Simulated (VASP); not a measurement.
Crystal: CrRu3.

```
Cr Ru
1.0
     3.67119    0.00000    0.00000
     0.00000    3.67119    0.00000
     0.00000    0.00000    3.67119
Cr Ru
1 3
Direct
  0.00000 0.00000 0.00000
  0.00000 0.50000 0.50000
  0.50000 0.00000 0.50000
  0.50000 0.50000 0.00000
```

```yaml
Program: VASP 6.6.1
Task: relaxation of cell and atoms
Functional: PBE
Potentials_or_basis: VASP PAW PBE potentials, release 64 (Cr_pv, Ru_pv)
Cutoff: 600 eV
k_mesh: 6 × 6 × 6
Occupations: gaussian, width 0.1 eV
Spin: collinear spin, ferromagnetic start
Starting_moments: "[0.22, 0.0, 0.0, 0.0] μB"
```

At the start: pressure 27.4 GPa; volume 12.37 Å³/atom.

Problem. Where does the relaxation end?

Solution. Over 4 steps the energy falls by 79.7 meV/atom and the volume is 13.39 Å³/atom (+8.2 %); space group Pm-3m (No. 221, to 0.05 Å); moment 0.00 μB per cell.

Step by step:
```csv
step,energy change (eV),largest force (eV/Å),pressure (GPa),volume (Å³)
1,0.0000,0.0000,27.40,49.48
2,1.5079,0.0000,-37.29,66.23
3,-0.3166,0.0000,-1.89,53.86
4,-0.3188,0.0000,-0.25,53.54
```

Final structure:
```
Cr Ru
1.0
     3.76907    0.00000    0.00000
     0.00000    3.76907    0.00000
     0.00000    0.00000    3.76907
Cr Ru
1 3
Direct
  0.00000 0.00000 0.00000
  0.00000 0.50000 0.50000
  0.50000 0.00000 0.50000
  0.50000 0.50000 0.00000
```
